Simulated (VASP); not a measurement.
Input of a VASP 6.6.1 run:

File INCAR:

```
PREC = Accurate
ENCUT = 520
EDIFF = 1E-7
ISMEAR = 0
SIGMA = 0.05
LREAL = F
LASPH = T
NELM = 100
ALGO = Normal
ISIF = 2
LWAVE = F
LCHARG = T
GGA = PE
LELF = T
LVHAR = T
NBANDS = 26
```

File KPOINTS:

```
regular mesh
0
Gamma
  12 12 4
```

File POSCAR:

```
SiC
1.0
    2.9703553735      0.0000000000      0.0000000000
   -1.4851776867      2.5724032117      0.0000000000
    0.0000000000      0.0000000000     10.9396863344
Si C
4 4
Direct
    0.6666666667      0.3333333333      0.9378441878
    0.3333333333      0.6666666667      0.4378441878
    0.0000000000      0.0000000000      0.6878995565
    0.0000000000      0.0000000000      0.1878995565
    0.6666666667      0.3333333333      0.7498074459
    0.3333333333      0.6666666667      0.2498074459
    0.0000000000      0.0000000000      0.5004478098
    0.0000000000      0.0000000000      0.0004478098
```

Potentials or basis: VASP PAW PBE potentials, release 64 (Si, C).

Command:

```console
$ cat potpaw_PBE.64/Si/POTCAR potpaw_PBE.64/C/POTCAR > POTCAR
$ mpirun -np 1 vasp_std > vasp.out
```

Estimate the largest force.

0.548 eV/Å.

What does it give for the pressure?

5.0 GPa.

Predict the band gap on the k mesh.

1.52 eV, indirect (least direct gap 2.97 eV).

Stress tensor (GPa, compression positive):
```
 24.54   0.00   0.00
  0.00  24.54   0.00
  0.00   0.00 -33.96
```

Caveat: the cell differs from its parent crystal (strain -0.040 along x and y, +0.080 along z). A k mesh can miss the band edges.
